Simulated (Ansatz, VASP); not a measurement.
## Two plane-wave programs on BN

File POSCAR:

```
BN
1.0
    2.5439500026      0.0000000000      0.0000000000
   -1.2719750013      2.2031253282      0.0000000000
    0.0000000000      0.0000000000      4.3761279520
B N
2 2
Direct
    0.3333333333      0.6666666667     -0.0009744033
    0.6666666667      0.3333333333      0.4990255967
    0.3333333333      0.6666666667      0.3759744033
    0.6666666667      0.3333333333      0.8759744033
```

Contents of INCAR.step1:

```
PREC = Accurate ; ENCUT = 520
ISMEAR = 0 ; SIGMA = 0.01
LREAL = False ; LASPH = True
NELM = 80 ; NBANDS = 16
GGA = PE ; ALGO = Normal
EDIFF = 1E-4 ; LWAVE = True
LCHARG = False
```

Contents of INCAR.step2:

```
PREC = Accurate ; ENCUT = 520
EDIFF = 1E-7 ; ISMEAR = 0
SIGMA = 0.01 ; LREAL = False
LASPH = True ; NELM = 80
ALGO = Normal ; ISIF = 2
LWAVE = False ; LCHARG = False
METAGGA = R2SCAN ; LMIXTAU = True
NBANDS = 16 ; ISTART = 1
```

File KPOINTS:

```
regular mesh
0
Gamma
  12 12 6
```

Input for Ansatz:

```yaml
crystal:
  lattice:
    - [2.5439500026, 0.0, 0.0]
    - [-1.2719750013, 2.2031253282, 0.0]
    - [0.0, 0.0, 4.376127952]
  atoms:
    - { symbol: B, position: [0.3333333333, 0.6666666667, -0.0009744033] }
    - { symbol: B, position: [0.6666666667, 0.3333333333, 0.4990255967] }
    - { symbol: "N", position: [0.3333333333, 0.6666666667, 0.3759744033] }
    - { symbol: "N", position: [0.6666666667, 0.3333333333, 0.8759744033] }
kpoints:
  mp_grid: { grid: [12, 12, 6] }
  band_path:
    path:
      - [0.0, 0.0, 0.0]
      - [0.5, 0.0, 0.0]
      - [0.3333333333, 0.3333333333, 0.0]
      - [0.0, 0.0, 0.5]
      - [0.5, 0.0, 0.5]
      - [0.3333333333, 0.3333333333, 0.5]
      - [0.1, 0.0, 0.0]
    npoints: 1
hamiltonian:
  xc: r2scan
scf:
  occupations: { method: fixed }
  n_extra_bands: 5
output:
  forces: true
  stress: true
  eigenvalues: true
```

Change from the starting cell: uniaxial_z strain +4.0%.

Alike in both runs: task single point; functional r2SCAN; k mesh 12 × 12 × 6; no spin polarisation.

```csv
,VASP,Ansatz
version,VASP 6.6.1,Ansatz 0.2.0
potentials or method,"VASP PAW PBE potentials, release 64 (B, N)","plane waves, PAW"
plane-wave cutoff (eV),520,500
occupations,"gaussian, width 0.01 eV",fixed
valence electrons in the cell,16,16
```

Ansatz gave:

```
gap on the k mesh at the Fermi level (eV)                     : 5.82
pressure (GPa)                                                : -13.3
traceless stress, the component that is largest in VASP (GPa) : -22.43
rms of the force components (eV/Å)                            : 0.002
```

Task: What did VASP give for the same quantities?

Result: gap on the k mesh at the Fermi level (eV): 5.79; pressure (GPa): -12.3; traceless stress, the component that is largest in VASP (GPa): -22.64; rms of the force components (eV/Å): 0.007.

VASP's potentials were made for PBE, not for r2SCAN. Atom by atom the forces differ by 0.009 eV/Å (rms over components).
